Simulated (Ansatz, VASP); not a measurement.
One calculation of Mo, two programs

```
Mo
1.0
    -1.58030    1.58030    1.58030
     1.58030   -1.58030    1.58030
     1.58030    1.58030   -1.58030
Mo
1
Direct
  0.00000 0.00000 0.00000
```

Alike in both runs: functional PBE; k mesh 18 × 18 × 18; occupations gaussian, width 0.1 eV; no spin polarisation.

Ansatz relaxed the structure, and its values are those at the end. VASP's run is a single point on that final structure, the one shown.

```csv
,VASP,Ansatz
version,VASP 6.6.1,Ansatz 0.2.0
potentials or method,"VASP PAW PBE potentials, release 64 (Mo_sv), cutoff 520 eV","scalar-relativistic, plane waves, PAW"
valence electrons in the cell,14,14
```

VASP gave:

```
gap on the k mesh at the Fermi level (eV) : none
pressure (GPa)                            : 0.5
```

Question: Which values does Ansatz return?

Answer: gap on the k mesh at the Fermi level (eV): none; pressure (GPa): 0.0.

A gap of «none» marks a metal or a gap that the smearing closes.
